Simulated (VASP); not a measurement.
Here is a VASP 6.6.1 calculation.

Contents of INCAR:

```
PREC = Accurate ; ENCUT = 520
EDIFF = 1E-7 ; ISMEAR = 0
SIGMA = 0.05 ; LREAL = False
LASPH = True ; NELM = 60
ALGO = Normal ; ISIF = 2
LWAVE = False ; LCHARG = True
GGA = PS ; LELF = True
LVHAR = True ; NBANDS = 15
```

KPOINTS

```
Automatic mesh
0
Gamma
  8 8 8
```

Contents of POSCAR:

```
KBr
1.0
   -0.3457181880      3.1114636921      3.1114636921
    3.1114636921     -0.3457181880      3.1114636921
    3.1114636921      3.1114636921     -0.3457181880
K Br
1 1
Direct
    0.0000000000      0.0000000000      0.0000000000
    0.5000000000      0.5000000000      0.5000000000
```

Potentials or basis: VASP PAW PBE potentials, release 64 (K_sv, Br).

Run with:

```bash
$ cat potpaw_PBE.64/K_sv/POTCAR potpaw_PBE.64/Br/POTCAR > POTCAR
$ mpirun -np 1 vasp_std > vasp.out
```

Problem. What does it give for the band gap on the k mesh?

Solution. 4.05 eV, direct.

Problem. What does it give for the pressure?

Solution. -0.1 GPa.

Stress tensor (GPa, compression positive):
```
-0.14  0.37  0.37
 0.37 -0.14  0.37
 0.37  0.37 -0.14
```

Caveat: the PAW data sets were made with another functional, which shifts forces and pressure a little. A k mesh can miss the band edges.
